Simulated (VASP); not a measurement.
Input of a VASP 6.6.1 run:

Contents of INCAR:

```
SYSTEM = WS2
  PREC = Accurate
  ENCUT = 520
  EDIFF = 1E-6
  ISMEAR = 0
  SIGMA = 0.05
  LREAL = .False.
  LASPH = .True.
  NELM = 60
  ALGO = Normal
  ISIF = 2
  LWAVE = .False.
  LCHARG = .True.
  LDIPOL = .True.
  IDIPOL = 3
  DIPOL = 0.5 0.5 0.391
  GGA = PE
  IVDW = 12
  LELF = .True.
  LVHAR = .True.
  LVACPOTAV = .True.
  NBANDS = 35
```

The input KPOINTS:

```
Automatic mesh
0
Gamma
  9 9 1
  0 0 0
```

File POSCAR:

```
WS2
1.0
    3.1595457497      0.0000000000      0.0000000000
   -1.5797728749      2.7362468836      0.0000000000
    0.0000000000      0.0000000000     23.8042575719
S W
4 2
Direct
    0.3333333333      0.6666666667      0.1890418126
    0.3333333333      0.6666666667      0.3214605103
    0.5000000000      1.0000000000      0.4596710800
    0.5000000000      1.0000000000      0.5920897776
    0.6666666667      0.3333333333      0.2552511581
    0.8333333333      0.6666666667      0.5258804254
```

Potentials or basis: VASP PAW PBE potentials, release 64 (S, W_sv).

Run with:

```console
$ cat potpaw_PBE.64/S/POTCAR potpaw_PBE.64/W_sv/POTCAR > POTCAR
$ mpirun -np 1 vasp_std > vasp.out
```

(1) What does it give for the largest force?

(2) Predict the band gap on the k mesh.

Answers

(1) 0.072 eV/Å.

(2) 1.65 eV (least direct gap 1.90 eV).

Caveat: the cell differs from its parent crystal (layers slid over each other); spin-orbit coupling is left out, which moves the levels of the heavy elements.
